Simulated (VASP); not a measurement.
Input of a VASP 6.6.1 run:

File INCAR:

```
SYSTEM = Al
ALGO     = Fast           ! electronic algorithm
EDIFF    = 1E-6           ! SCF threshold, eV
ENCUT    = 520            ! plane-wave cutoff, eV
GGA      = CA             ! functional
ISIF     = 2              ! what is computed and relaxed
ISMEAR   = 0              ! smearing method
LASPH    = .TRUE.         ! aspherical terms in the spheres
LCHARG   = .TRUE.         ! write CHGCAR
LELF     = .TRUE.         ! ELF
LREAL    = .FALSE.        ! projectors in reciprocal space
LVHAR    = .TRUE.       
LWAVE    = .FALSE.        ! write WAVECAR
NBANDS   = 8              ! bands
NELM     = 80             ! most SCF steps
PREC     = Accurate       ! precision mode
SIGMA    = 0.15           ! smearing width, eV
```

The input KPOINTS:

```
k-points
0
G
  22 22 22
  0 0 0
```

The input POSCAR:

```
Al
1.0
    0.0000000000      1.9606887411      2.1567576152
    1.9606887411      0.0000000000      2.1567576152
    1.9606887411      1.9606887411      0.0000000000
Al
1
Direct
    0.0000000000      0.0000000000      0.0000000000
```

Potentials or basis: VASP PAW LDA potentials, release 64 (Al).

Launch:

```console
$ cat potpaw_LDA.64/Al/POTCAR > POTCAR
$ mpirun -np 1 vasp_std > vasp.out
```

**Question.** Estimate the pressure.

**Answer.** -2.9 GPa.

**Question.** Estimate the band gap on the k mesh.

**Answer.** Zero (an odd number of electrons rules out a gap without spin polarisation).

Stress tensor (GPa, compression positive):
```
-1.39  0.00  0.00
 0.00 -1.39  0.00
 0.00  0.00 -6.07
```
